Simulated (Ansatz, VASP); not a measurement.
# One calculation of GaC3, two programs

```
CELL_PARAMETERS angstrom
3.31895 0.00000 0.00000
0.00000 3.31895 0.00000
0.00000 0.00000 3.31895
ATOMIC_POSITIONS crystal
Ga 0.91083 0.99782 0.08921
C 0.27925 0.68982 0.70861
C 0.48728 0.99780 0.51265
C 0.29135 0.30578 0.72071
```

Alike in both runs: functional PBE; k mesh 5 × 5 × 5; occupations fermi-dirac, width 0.05 eV; no spin polarisation.

Ansatz relaxed the structure, and its values are those at the end. VASP's run is a single point on that final structure, the one shown.

|  | VASP | Ansatz |
| --- | --- | --- |
| version | VASP 6.6.1 | Ansatz 0.2.0 |
| potentials or method | VASP PAW PBE potentials, release 64 (Ga_d, C), cutoff 600 eV | plane waves, PAW |
| valence electrons in the cell | 25 | 25 |

|  | VASP | Ansatz | Ansatz less VASP |
| --- | --- | --- | --- |
| rms of the force components (eV/Å) | 0.022 | 0.000 | -0.0222 |

The k mesh is coarse, so the values compare programs but aren't converged.
